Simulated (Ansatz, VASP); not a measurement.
**Two plane-wave programs on FeGe**

File POSCAR:

```
FeGe
1.0
    3.0161725290      0.0000000000      0.0000000000
    0.0000000000      3.0161725290      0.0000000000
    0.0000000000      0.0000000000      3.0161725290
Fe Ge
1 1
Direct
    0.0000000000      0.0000000000      0.0000000000
    0.4633440200      0.4507515000      0.4535288900
```

File INCAR.step1:

```
PREC     = Accurate       # precision mode
ENCUT    = 520            # plane-wave cutoff, eV
ISMEAR   = 0              # smearing method
SIGMA    = 0.05           # smearing width, eV
LREAL    = F              # projectors in reciprocal space
LASPH    = T              # aspherical terms in the spheres
NELM     = 150            # most SCF steps
ISPIN    = 2              # spin polarisation
MAGMOM   = 4 0            # initial moments
LMAXMIX  = 4              # l up to which the mixer works
NBANDS   = 22             # bands
GGA      = PE             # functional
ALGO     = Normal         # electronic algorithm
EDIFF    = 1E-4           # SCF threshold, eV
LWAVE    = T              # write WAVECAR
LCHARG   = F              # write CHGCAR
```

The input INCAR.step2:

```
PREC     = Accurate       # precision mode
ENCUT    = 520            # plane-wave cutoff, eV
EDIFF    = 1E-7           # SCF threshold, eV
ISMEAR   = 0              # smearing method
SIGMA    = 0.05           # smearing width, eV
LREAL    = F              # projectors in reciprocal space
LASPH    = T              # aspherical terms in the spheres
NELM     = 150            # most SCF steps
ALGO     = Normal         # electronic algorithm
ISIF     = 2              # what is computed and relaxed
LWAVE    = F              # write WAVECAR
LCHARG   = T              # write CHGCAR
ISPIN    = 2              # spin polarisation
MAGMOM   = 4 0            # initial moments
LORBIT   = 11             # projections on sites
LMAXMIX  = 4              # l up to which the mixer works
METAGGA  = R2SCAN         # meta-GGA
LMIXTAU  = T            
LELF     = T              # ELF
LVHAR    = T            
NBANDS   = 22             # bands
ISTART   = 1
```

KPOINTS

```
Automatic mesh
0
Gamma
  3 3 3
```

Input for Ansatz:

```yaml
crystal:
  lattice:
    - [3.016172529, 0.0, 0.0]
    - [0.0, 3.016172529, 0.0]
    - [0.0, 0.0, 3.016172529]
  atoms:
    - { symbol: Fe, position: [0.0, 0.0, 0.0], spin: 4.0 }
    - { symbol: Ge, position: [0.46334402, 0.4507515, 0.45352889], spin: 0.0 }
kpoints:
  mp_grid: { grid: [3, 3, 3], shift: [0, 0, 0] }
hamiltonian:
  xc: r2scan
  dispersion: none
  pseudopotentials: { kind: paw }
scf:
  occupations: { method: gaussian, width: "0.05 eV" }
magnetization:
  spin_polarized: true
```

Alike in both runs: task single point; functional r2SCAN; k mesh 3 × 3 × 3; collinear spin.

```csv
,VASP,Ansatz
version,VASP 6.6.1,Ansatz development build ahead of 0.2.0
potentials or method,"VASP PAW PBE potentials, release 64 (Fe, Ge_d)","PAW (an earlier, plane waves, scalar-relativistic"
plane-wave cutoff (eV),520,1230
occupations,"gaussian, width 0.05 eV",gaussian
```

```csv
,VASP,Ansatz,Ansatz less VASP
net moment per atom (μB),0.96,0.96,+0.002
size of the moment on the site where the two differ most (μB),1.97,1.96,-0.010
```

VASP's potentials were made for PBE, not for r2SCAN. Site moments also hang on the region over which each program counts them. Ansatz's warnings: stability check not made.

The k mesh is coarse, so the values compare programs but aren't converged.
